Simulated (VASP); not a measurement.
# Be2Se: single point with PBE

The system is Be2Se.

```
Be Se
1.0
     3.46227    0.00000    0.00000
     0.00000    3.46227    0.00000
     0.00000    0.00000   11.31653
Be Se
6 3
Direct
  0.50000 0.00000 0.64272
  0.00000 0.00000 0.50000
  0.00000 0.50000 0.35728
  0.50000 0.50000 0.50000
  0.50000 0.00000 0.11897
  0.00000 0.50000 0.88103
  0.50000 0.50000 0.76105
  0.50000 0.50000 0.23895
  0.00000 0.00000 0.00000
```

```yaml
Program: VASP 6.6.1
Task: single point
Functional: PBE
Potentials_or_basis: VASP PAW PBE potentials, release 64 (Be, Se)
Cutoff: 520 eV
k_mesh: 6 × 6 × 2
Occupations: gaussian, width 0.2 eV
Spin: no spin polarisation
Dipole_correction: no
Further_INCAR_settings: ALGO = Normal; EDIFF = 1e-07; NBANDS = 25
```

```yaml
Pressure: 0.2 GPa
Largest_force: 0.047 eV/Å
Band_gap_on_the_k_mesh: zero (band 15 reaches 5.51 eV, above the bottom of band 16 at 3.82 eV)
```

Forces on the atoms (eV/Å):
```
Be   0.000  0.000 -0.032
Be   0.000  0.000  0.000
Be   0.000  0.000  0.032
Be   0.000  0.000  0.000
Be   0.000  0.000 -0.011
Be   0.000  0.000  0.011
Se   0.000  0.000 -0.047
Se   0.000  0.000  0.047
Se   0.000  0.000  0.000
```

Stress tensor (GPa, compression positive):
```
 0.48  0.00  0.00
 0.00  0.48  0.00
 0.00  0.00 -0.41
```

Levels at points of the mesh, in eV from the Fermi level:
| k point | band 12 | band 13 | band 14 | band 15 | band 16 | band 17 | band 18 | band 19 |
| --- | --- | --- | --- | --- | --- | --- | --- | --- |
| (0.00, 0.00, 0.00) | -1.47 | -1.47 | -0.29 | 1.27 | 1.27 | 2.31 | 2.94 | 3.36 |
| (0.50, 0.00, 0.00) | -1.71 | -1.70 | -1.63 | -0.21 | 1.23 | 3.44 | 3.46 | 3.64 |
| (0.50, 0.50, 0.00) | -4.26 | -2.88 | -2.88 | -1.72 | -0.32 | -0.21 | 2.22 | 2.60 |
| (0.00, 0.00, 0.50) | -1.35 | -1.35 | -0.98 | 1.11 | 1.11 | 2.31 | 2.91 | 3.55 |
| (0.50, 0.00, 0.50) | -1.71 | -1.69 | -1.64 | -0.52 | 1.81 | 3.46 | 3.68 | 4.17 |
| (0.50, 0.50, 0.50) | -4.27 | -2.93 | -2.93 | -1.65 | -0.42 | 0.12 | 1.31 | 3.03 |

Run time: 2.1 min on 1 thread of AMD EPYC 7R13 (shared host), peak memory 0.23 GiB.
